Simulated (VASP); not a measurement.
# CaO (F-43m) in VASP: notebook

CaO is run at these levels: PBE; tasks: single point.

Everything below comes from runs of VASP 6.6.1. Logs are shortened: lines on timing, memory, paths and dates and some standing lists are left out, and cuts for length are marked.

## (1) The cell of the first run

It takes space group F-43m (No. 216, cubic). Conventional cell: a = 5.034 Å, b = 5.034 Å, c = 5.034 Å, α = 90.00°, β = 90.00°, γ = 90.00°. Ca (site symmetry -43m) has 4 O at 2.18 Å within 2.9 Å. Within 2.9 Å of O (site symmetry -43m) lie 4 Ca at 2.18 Å.

## (2) Single point, PBE (volume changed by -10%)

INCAR

```
SYSTEM = CaO
ALGO     = Normal         ! electronic algorithm
EDIFF    = 1E-7           ! SCF threshold, eV
ENCUT    = 520            ! plane-wave cutoff, eV
GGA      = PE             ! functional
ISIF     = 2              ! what is computed and relaxed
ISMEAR   = 0              ! smearing method
LASPH    = .TRUE.         ! aspherical terms in the spheres
LCHARG   = .FALSE.        ! write CHGCAR
LREAL    = .FALSE.        ! projectors in reciprocal space
LWAVE    = .FALSE.        ! write WAVECAR
NBANDS   = 15             ! bands
NELM     = 60             ! most SCF steps
PREC     = Accurate       ! precision mode
SIGMA    = 0.01           ! smearing width, eV
```

KPOINTS

```
k-points
0
G
  4 4 4
  0 0 0
```

POSCAR

```
CaO
1.0
    0.0000000000      2.5167718202      2.5167718202
    2.5167718202      0.0000000000      2.5167718202
    2.5167718202      2.5167718202      0.0000000000
Ca O
1 1
Direct
    0.0000000000      0.0000000000      0.0000000000
    0.2500000000      0.2500000000      0.2500000000
```

Potentials or basis: VASP PAW PBE potentials, release 64 (Ca_sv, O).

Started as:

```bash
cat potpaw_PBE.64/Ca_sv/POTCAR potpaw_PBE.64/O/POTCAR > POTCAR
mpirun -np 1 vasp_std > vasp.out
```

OUTCAR:

```text
SYSTEM = CaO
   EDIFF = 1E-7
   ENCUT = 520
   GGA = PE
   ISIF = 2
   ISMEAR = 0
   LASPH = .TRUE.
   LREAL = .FALSE.
   NELM = 60
   PREC = Accurate

 ion  position               nearest neighbor table
   1  0.000  0.000  0.000-   2 2.18   2 2.18   2 2.18   2 2.18
   2  0.250  0.250  0.250-   1 2.18   1 2.18   1 2.18   1 2.18

  LATTYP: Found a face centered cubic cell.
 ALAT       =     5.0335436404

  Lattice vectors:

 A1 = (   0.0000000000,   2.5167718202,   2.5167718202)
 A2 = (   2.5167718202,   0.0000000000,   2.5167718202)
 A3 = (   2.5167718202,   2.5167718202,   0.0000000000)

Analysis of symmetry for initial positions (statically):
=====================================================================
 Subroutine PRICEL returns:
 Original cell was already a primitive cell.

 Routine SETGRP: Setting up the symmetry group for a
 face centered cubic supercell.

 Subroutine GETGRP returns: Found 24 space group operations
 (whereof 24 operations were pure point group operations)
 out of a pool of 48 trial point group operations.

The static configuration has the point symmetry T_d .

Analysis of symmetry for dynamics (positions and initial velocities):
=====================================================================
 Subroutine PRICEL returns:
 Original cell was already a primitive cell.

 Routine SETGRP: Setting up the symmetry group for a
 face centered cubic supercell.

 Subroutine GETGRP returns: Found 24 space group operations
 (whereof 24 operations were pure point group operations)
 out of a pool of 48 trial point group operations.

The dynamic configuration has the point symmetry T_d .

 Subroutine INISYM returns: Found 24 space group operations
 (whereof 24 operations are pure point group operations),
 and found     1 'primitive' translations

----------------------------------------------------------------------------------------

                                     Primitive cell

  volume of cell :      31.8832

  direct lattice vectors                    reciprocal lattice vectors
     0.000000000  2.516771820  2.516771820    -0.198667196  0.198667196  0.198667196
     2.516771820  0.000000000  2.516771820     0.198667196 -0.198667196  0.198667196
     2.516771820  2.516771820  0.000000000     0.198667196  0.198667196 -0.198667196

  length of vectors
     3.559252842  3.559252842  3.559252842     0.344101677  0.344101677  0.344101677

  position of ions in fractional coordinates (direct lattice)
     0.000000000  0.000000000  0.000000000
     0.250000000  0.250000000  0.250000000

  ion indices of the primitive-cell ions
   primitive index   ion index
                 1           1
                 2           2

----------------------------------------------------------------------------------------

 KPOINTS: k-points

Automatic generation of k-mesh.
 Grid dimensions read from file:
 generate k-points for:    4    4    4

 Generating k-lattice:

  Cartesian coordinates                     Fractional coordinates (reciprocal lattice)
    -0.049666799  0.049666799  0.049666799     0.250000000  0.000000000  0.000000000
     0.049666799 -0.049666799  0.049666799     0.000000000  0.250000000  0.000000000
     0.049666799  0.049666799 -0.049666799     0.000000000  0.000000000  0.250000000

  Length of vectors
     0.086025419  0.086025419  0.086025419

  Shift w.r.t. Gamma in fractional coordinates (k-lattice)
     0.000000000  0.000000000  0.000000000

 Subroutine IBZKPT returns following result:
 ===========================================

 Found      8 irreducible k-points:

 Following reciprocal coordinates:
            Coordinates               Weight
  0.000000  0.000000  0.000000      1.000000
  0.250000  0.000000  0.000000      8.000000
  0.500000  0.000000  0.000000      4.000000
  0.250000  0.250000  0.000000      6.000000
  0.500000  0.250000  0.000000     24.000000
 -0.250000  0.250000  0.000000     12.000000
  0.500000  0.500000  0.000000      3.000000
 -0.250000  0.500000  0.250000      6.000000
   k-points           NKPTS =      8   k-points in BZ     NKDIM =      8   number of bands    NBANDS=     15
   number of dos      NEDOS =    301   number of ions     NIONS =      2
   total plane-waves  NPLWV =  21952
   dimension x,y,z NGX =    28 NGY =   28 NGZ =   28
   dimension x,y,z NGXF=    56 NGYF=   56 NGZF=   56
   ions per type =               1   1
   NGX,Y,Z   is equivalent  to a cutoff of  13.08, 13.08, 13.08 a.u.
   NGXF,Y,Z  is equivalent  to a cutoff of  26.16, 26.16, 26.16 a.u.
 SYSTEM =  CaO
   PREC   = accura    normal or accurate (medium, high low for compatibility)
   ISTART =      0    job   : 0-new  1-cont  2-samecut
   ICHARG =      2    charge: 1-file 2-atom 10-const
   ISPIN  =      1    spin polarized calculation?
   LNONCOLLINEAR =      F non collinear calculations
   LSORBIT =      F    spin-orbit coupling
   LASPH  =      T    aspherical Exc in radial PAW
   ENCUT  =  520.0 eV  38.22 Ry    6.18 a.u.   6.62  6.62  6.62*2*pi/ulx,y,z
   NELM   =     60;   NELMIN=  2; NELMDL= -5     # of ELM steps
   EDIFF  = 0.1E-06   stopping-criterion for ELM
   LREAL  =      F    real-space projection
   EDIFFG = 0.1E-05   stopping-criterion for IOM
   NSW    =      0    number of steps for IOM
   IBRION =     -1    ionic relax: 0-MD 1-quasi-New 2-CG
   NFREE  =      0    steps in history (QN), initial steepest desc. (CG)
   ISIF   =      2    stress and relaxation
   ISYM   =      2    0-nonsym 1-usesym 2-fastsym
   POTIM  = 0.5000    time-step for ionic-motion
   TEBEG  =    0.0;   TEEND  =   0.0 temperature during run
   PSTRESS=    0.0 pullay stress
   NELECT =      16.0000    total number of electrons
   NUPDOWN=      -1.0000    fix difference up-down
   EMIN   =  10.00;   EMAX   =-10.00  energy-range for DOS
   EFERMI =   0.00;   METHOD = LEGACY
   ISMEAR =     0;   SIGMA  =   0.01  broadening in eV -4-tet -1-fermi 0-gaus
   EFERMI_NEDOS =   21; number of points for ismear=-14 and -15
   IALGO  =     38    algorithm
   IMIX   =      4    mixing-type and parameters
     AMIX     =   0.40;   BMIX     =  1.00
     AMIX_MAG =   1.60;   BMIX_MAG =  1.00
  volume/ion in A,a.u.               =      15.94       107.58
  Fermi-wavevector in a.u.,A,eV,Ry     =   1.300951  2.458441 23.027505  1.692474
  Thomas-Fermi vector in A             =   2.432117
   LORBIT       =      0    0 simple, 1 ext, 2 COOP (PROOUT), +10 PAW based schemes
   GGA     = PE    functional components
   LHFCALC =     F    Hartree Fock is set to
   AEXX    =    0.0000 exact exchange contribution
   IVDW    =     0    specifies the selected vdW correction
   LEPSILON=     F    determine dielectric tensor
   LRPA    =     F    only Hartree local field effects (RPA)
 non-spin polarized calculation
 Gauss-broadening in eV      SIGMA  =   0.01
  energy-cutoff  :      520.00
  volume of cell :       31.88
 maximum number of plane-waves:       876
 NGX is ok and might be reduce to    28
   NGX = 13   NGY = 13   NGZ = 13

 number of electron      15.9999998 magnetization

 Free energy of the ion-electron system (eV)
  ---------------------------------------------------
  ext. energy  EPLUGINS =         0.00000000
  ---------------------------------------------------
  free energy    TOTEN  =       -12.28497347 eV

  energy without entropy =      -12.28497347  energy(sigma->0) =      -12.28497347

 E-fermi :   1.1132     XC(G=0):  -9.5049

 val. band max:        1.0071211055   @ k =  -0.2500   0.5000   0.2500
 cond. band min:       4.6945507752   @ k =   0.0000   0.0000   0.0000
 fundamental gap:      3.6874296697
 Fermi energy:         1.1131859424

 k-point     1 :       0.0000    0.0000    0.0000
  band No.  band energies     occupation
      1     -35.7276      2.00000
      2     -16.6369      2.00000
      3     -16.6369      2.00000
      4     -16.6369      2.00000
      5     -13.9742      2.00000
      6       0.1588      2.00000
      7       0.1588      2.00000
      8       0.1588      2.00000
      9       4.6946      0.00000
     10       9.3867      0.00000
     11       9.3867      0.00000
     12      11.3043      0.00000
     13      11.3043      0.00000
     14      11.3043      0.00000
     15      18.6232      0.00000

 k-point     2 :       0.2500    0.0000    0.0000
  band No.  band energies     occupation
      1     -35.6901      2.00000
      2     -17.2558      2.00000
      3     -16.6766      2.00000
      4     -16.6766      2.00000
      5     -13.4023      2.00000
      6      -0.1736      2.00000
      7       0.3390      2.00000
      8       0.3390      2.00000
      9       6.4352      0.00000
     10       8.9952      0.00000
     11       8.9952      0.00000
     12      10.5770      0.00000
     13      11.5872      0.00000
     14      11.5872      0.00000
     15      14.7379      0.00000

 k-point     3 :       0.5000    0.0000    0.0000
  band No.  band energies     occupation
      1     -35.6522      2.00000
      2     -17.7167      2.00000
      3     -16.7157      2.00000
      4     -16.7157      2.00000
      5     -13.0182      2.00000
      6      -0.0544      2.00000
      7       0.4894      2.00000
      8       0.4894      2.00000
      9       7.4720      0.00000
     10       9.3137      0.00000
     11       9.3137      0.00000
     12       9.8432      0.00000
     13      11.0214      0.00000
     14      11.0214      0.00000
     15      13.9170      0.00000
[... 55 lines left out ...]
 k-point     7 :       0.5000    0.5000    0.0000
  band No.  band energies     occupation
      1     -35.6275      2.00000
      2     -17.8243      2.00000
      3     -16.8414      2.00000
      4     -16.8414      2.00000
      5     -12.7346      2.00000
      6      -0.6858      2.00000
      7       0.9944      2.00000
      8       0.9944      2.00000
      9       6.1247      0.00000
     10       7.9573      0.00000
     11      10.5928      0.00000
     12      10.9588      0.00000
     13      10.9588      0.00000
     14      13.7321      0.00000
     15      15.4898      0.00000

 k-point     8 :      -0.2500    0.5000    0.2500
  band No.  band energies     occupation
      1     -35.6274      2.00000
      2     -17.7384      2.00000
      3     -16.9585      2.00000
      4     -16.8495      2.00000
      5     -12.7003      2.00000
      6       0.0109      2.00000
      7       0.3331      2.00000
      8       1.0071      2.00000
      9       6.1275      0.00000
     10       7.7019      0.00000
     11      10.0666      0.00000
     12      10.8988      0.00000
     13      11.7236      0.00000
     14      15.2216      0.00000
     15      15.3077      0.00000

------------------------ aborting loop because EDIFF is reached ----------------------------------------

  FORCE on cell =-STRESS in cart. coord.  units (eV):
  Direction    XX          YY          ZZ          XY          YZ          ZX
  --------------------------------------------------------------------------------------
  -------------------------------------------------------------------------------------
  Total        2.5192703      2.5192703      2.5192703     -0.0000000      0.0000000      0.0000000
  in kB      126.5971208    126.5971208    126.5971208     -0.0000000      0.0000000      0.0000000
  external PRESSURE =     126.5971208 kB  Pullay stress =       0.0000000 kB

 VOLUME and BASIS-vectors are now :
 -----------------------------------------------------------------------------
  energy-cutoff  :      520.00
  volume of cell :       31.88
      direct lattice vectors                 reciprocal lattice vectors
     0.000000000  2.516771820  2.516771820    -0.198667196  0.198667196  0.198667196
     2.516771820  0.000000000  2.516771820     0.198667196 -0.198667196  0.198667196
     2.516771820  2.516771820  0.000000000     0.198667196  0.198667196 -0.198667196

 POSITION                                       TOTAL-FORCE (eV/Angst)
 -----------------------------------------------------------------------------------
      0.00000      0.00000      0.00000        -0.000000     -0.000000      0.000000
      1.25839      1.25839      1.25839         0.000000      0.000000     -0.000000
 -----------------------------------------------------------------------------------
    total drift:                               -0.000000     -0.000000     -0.000000

  FREE ENERGIE OF THE ION-ELECTRON SYSTEM (eV)
  ---------------------------------------------------
  free  energy   TOTEN  =       -12.2849734672 eV

  energy  without entropy=      -12.2849734672  energy(sigma->0) =      -12.28497347
```

Wall time 12 s (1 thread of AMD EPYC 7R13, shared host); peak memory 0.12 GiB.

Results:

```yaml
Free_energy: -12.2850 eV
Pressure: 12.7 GPa
Band_gap_on_the_k_mesh: 3.69 eV, indirect (least direct gap 4.54 eV)
```

Caveat: the k points lie up to 0.54 Å⁻¹ apart; the cell differs from its parent crystal (volume changed by -10%). A k mesh can miss the band edges.

## (3) Single point, PBE

This run uses another cell than the first one, of 17.71 Å³/atom, 1.111 times its volume.

INCAR

```
ALGO = Normal ; EDIFF = 1E-6
ENCUT = 520 ; GGA = PE
ISIF = 2 ; ISMEAR = 0
LASPH = T ; LCHARG = F
LREAL = F ; LWAVE = F
NBANDS = 15 ; NELM = 60
PREC = Accurate ; SIGMA = 0.01
```

KPOINTS

```
k-points
0
Gamma
  4 4 4
```

POSCAR

```
CaO
1.0
    0.0000000000      2.6067317366      2.6067317366
    2.6067317366      0.0000000000      2.6067317366
    2.6067317366      2.6067317366      0.0000000000
Ca O
1 1
Direct
    0.0000000000      0.0000000000      0.0000000000
    0.2500000000      0.2500000000      0.2500000000
```

Potentials or basis: VASP PAW PBE potentials, release 64 (Ca_sv, O).

Started as:

```bash
cat potpaw_PBE.64/Ca_sv/POTCAR potpaw_PBE.64/O/POTCAR > POTCAR
mpirun -np 1 vasp_std > vasp.out
```

It took 11 s on 1 thread of AMD EPYC 7R13, shared host; peak memory 0.12 GiB.

The run converged. Its results:

```yaml
Free_energy: -12.4384 eV
Pressure: 1.8 GPa
Band_gap_on_the_k_mesh: 3.33 eV, indirect (least direct gap 3.95 eV)
```

Levels at points of the mesh, in eV from the valence-band top:
| k point | band 5 | band 6 | band 7 | band 8 | band 9 | band 10 | band 11 | band 12 |
| --- | --- | --- | --- | --- | --- | --- | --- | --- |
| (0.00, 0.00, 0.00) | -14.79 | -0.63 | -0.63 | -0.63 | 3.33 | 7.97 | 7.97 | 9.60 |
| (0.50, 0.00, 0.00) | -14.14 | -1.00 | -0.37 | -0.37 | 6.14 | 7.88 | 7.88 | 8.23 |
| (0.50, 0.50, 0.00) | -13.94 | -1.43 | 0.00 | 0.00 | 4.93 | 6.63 | 9.01 | 9.34 |

Caveat: the k points lie up to 0.52 Å⁻¹ apart.

## (4) Single point, PBE (volume changed by -5%)

INCAR

```
SYSTEM = CaO
PREC = Accurate
ENCUT = 520
EDIFF = 1E-6
ISMEAR = 0
SIGMA = 0.01
LREAL = .FALSE.
LASPH = .TRUE.
NELM = 100
ALGO = Normal
ISIF = 2
LWAVE = .FALSE.
LCHARG = .FALSE.
GGA = PE
NBANDS = 15
```

KPOINTS

```
regular mesh
0
G
  4 4 4
  0 0 0
```

POSCAR

```
CaO
1.0
    0.0000000000      2.5625413058      2.5625413058
    2.5625413058      0.0000000000      2.5625413058
    2.5625413058      2.5625413058      0.0000000000
Ca O
1 1
Direct
    0.0000000000      0.0000000000      0.0000000000
    0.2500000000      0.2500000000      0.2500000000
```

Started as:

```bash
cat potpaw_PBE.64/Ca_sv/POTCAR potpaw_PBE.64/O/POTCAR > POTCAR
mpirun -np 1 vasp_std > vasp.out
```

Wall time 13 s (1 thread of AMD EPYC 7R13, shared host); peak memory 0.12 GiB.

The run converged. Its results:

```yaml
Free_energy: -12.3915 eV
Pressure: 6.6 GPa
Band_gap_on_the_k_mesh: 3.50 eV, indirect (least direct gap 4.23 eV)
```

Levels at points of the mesh, in eV from the valence-band top:
| k point | band 6 | band 7 | band 8 | band 9 | band 10 | band 11 |
| --- | --- | --- | --- | --- | --- | --- |
| (0.00, 0.00, 0.00) | -0.73 | -0.73 | -0.73 | 3.50 | 8.17 | 8.17 |
| (0.50, 0.00, 0.00) | -1.03 | -0.43 | -0.43 | 6.30 | 8.09 | 8.09 |
| (0.50, 0.50, 0.00) | -1.55 | -0.01 | -0.01 | 5.02 | 6.79 | 9.29 |

Caveat: the k points lie up to 0.53 Å⁻¹ apart; the cell differs from its parent crystal (volume changed by -5%). A k mesh can miss the band edges.

## (5) The runs side by side

| cell | gap on the mesh (eV) | pressure (GPa) |
| --- | --- | --- |
| a = 3.559 Å, angles 60.0°, 2 atoms | 3.69 | 12.7 |
| a = 3.686 Å, angles 60.0°, 2 atoms | 3.33 | 1.8 |
| a = 3.624 Å, angles 60.0°, 2 atoms | 3.50 | 6.6 |

Alike in all rows: task single point; level PBE; potentials or basis VASP PAW PBE potentials, release 64 (Ca_sv, O); no spin polarisation; k mesh 4 × 4 × 4; cutoff (eV) 520; smearing gaussian 0.01 eV.

Caveats: all runs use coarse meshes.

Absolute energies hang on the potentials; compare differences alone.
